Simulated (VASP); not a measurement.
Set up this calculation in VASP 6.6.1, as the native input.

```yaml
Task: single point
Functional: PBE
Potentials_or_basis: VASP PAW PBE potentials, release 64 (Ti_sv)
Cutoff: 520 eV
k_mesh: 14 × 14 × 8
Occupations: fermi-dirac, width 0.28 eV
Spin: no spin polarisation
Dipole_correction: no
Further_INCAR_settings: ALGO = Normal; EDIFF = 1e-07; NBANDS = 19
```

The structure of Ti lies in POSCAR:

```
Ti
1.0
    2.9499978604      0.0000000000      0.0000000000
   -1.4749989302      2.5547730882      0.0000000000
    0.0000000000      0.0000000000      4.6860000000
Ti
2
Direct
    0.3333333333      0.6666666667      0.2500000000
    0.6666666667      0.3333333333      0.7500000000
```

One way to write it, as run:

INCAR

```
SYSTEM = Ti
PREC = Accurate ; ENCUT = 520
EDIFF = 1E-7 ; ISMEAR = -1
SIGMA = 0.28 ; LREAL = .False.
LASPH = .True. ; NELM = 80
ALGO = Normal ; ISIF = 2
LWAVE = .False. ; LCHARG = .True.
GGA = PE ; LELF = .True.
LVHAR = .True. ; NBANDS = 19
```

KPOINTS

```
Automatic mesh
0
Gamma
  14 14 8
  0 0 0
```

Potentials or basis: VASP PAW PBE potentials, release 64 (Ti_sv).

Launch:

```sh
$ cat potpaw_PBE.64/Ti_sv/POTCAR > POTCAR
$ mpirun -np 1 vasp_std > vasp.out
```

Results of the run:

The pressure is 0.1 GPa and the band gap on the k mesh is zero (bands 12 and 13 overlap by 1.04 eV).

Caveat: so wide a smearing shifts energies and pressures.

Run time: 110 s on 1 thread of Intel Xeon 8259CL, with other jobs on the host, peak memory 0.2 GiB.
